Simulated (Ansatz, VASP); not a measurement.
# C: VASP beside Ansatz

```xyz
2
Lattice="0.0000 1.7657 1.7657 1.7657 0.0000 1.7657 1.7657 1.7657 0.0000" Properties=species:S:1:pos:R:3 pbc="T T T"
C     0.0000    0.0000    0.0000
C     0.8829    0.8829    0.8829
```

Alike in both runs: functional LDA; k mesh 10 × 10 × 10; occupations gaussian, width 0.1 eV; no spin polarisation.

Ansatz relaxed the structure, and its values are those at the end. VASP's run is a single point on that final structure, the one shown.

|  | VASP | Ansatz |
| --- | --- | --- |
| version | VASP 6.6.1 | Ansatz 0.2.0 |
| potentials or method | VASP PAW LDA potentials, release 64 (C_h), cutoff 1300 eV | scalar-relativistic, plane waves, PAW |
| valence electrons in the cell | 8 | 8 |

```tsv
	VASP	Ansatz	Ansatz less VASP
gap on the k mesh at the Fermi level (eV)	4.21	4.21	+0.005
least direct gap on the mesh (eV)	5.63	5.62	-0.004
pressure (GPa)	1.0	0.0	-1.03
```

Ansatz warns that its potentials were made for another functional, while VASP's fit it. LDA's correlation is that of Perdew and Zunger in VASP and of Perdew and Wang (1992) in Ansatz.
